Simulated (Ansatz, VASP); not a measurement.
Two plane-wave programs on K

INCAR

```
ALGO = Fast
EDIFF = 1E-6
ENCUT = 520
GGA = PS
ISIF = 2
ISMEAR = 0
LASPH = T
LCHARG = F
LREAL = F
LWAVE = F
NBANDS = 10
NELM = 80
PREC = Accurate
SIGMA = 0.15
```

Contents of KPOINTS:

```
k-points
0
Gamma
  14 14 14
```

Contents of POSCAR:

```
K
1.0
   -2.5525500000      2.5525500000      2.5525500000
    2.5525500000     -2.5525500000      2.5525500000
    2.5525500000      2.5525500000     -2.5525500000
K
1
Direct
    0.0000000000      0.0000000000      0.0000000000
```

Input for Ansatz:

```yaml
crystal:
  lattice:
    - [-2.55255, 2.55255, 2.55255]
    - [2.55255, -2.55255, 2.55255]
    - [2.55255, 2.55255, -2.55255]
  atoms:
    - { symbol: K, position: [0.0, 0.0, 0.0] }
basis:
  ecutwfc: 420
kpoints:
  mp_grid: { grid: [14, 14, 14] }
hamiltonian:
  xc: pbesol
scf:
  occupations: { method: gaussian, width: 0.15 }
output:
  forces: true
  stress: true
  eigenvalues: true
```

Change from the starting cell: strain -0.025 along x and y, -0.025 along z, atoms carried along.

Alike in both runs: task single point; functional PBEsol; k mesh 14 × 14 × 14; occupations gaussian, width 0.15 eV; no spin polarisation.

|  | VASP | Ansatz |
| --- | --- | --- |
| version | VASP 6.6.1 | Ansatz 0.2.0 |
| potentials or method | VASP PAW PBE potentials, release 64 (K_sv), cutoff 520 eV | scalar-relativistic, plane waves, PAW |
| valence electrons in the cell | 9 | 9 |

```tsv
	VASP	Ansatz	Ansatz less VASP
gap on the k mesh at the Fermi level (eV)	none	none	-
pressure (GPa)	0.3	0.3	+0.01
```

VASP's potentials were made for PBE, not for PBEsol. A gap of «none» marks a metal or a gap that the smearing closes.
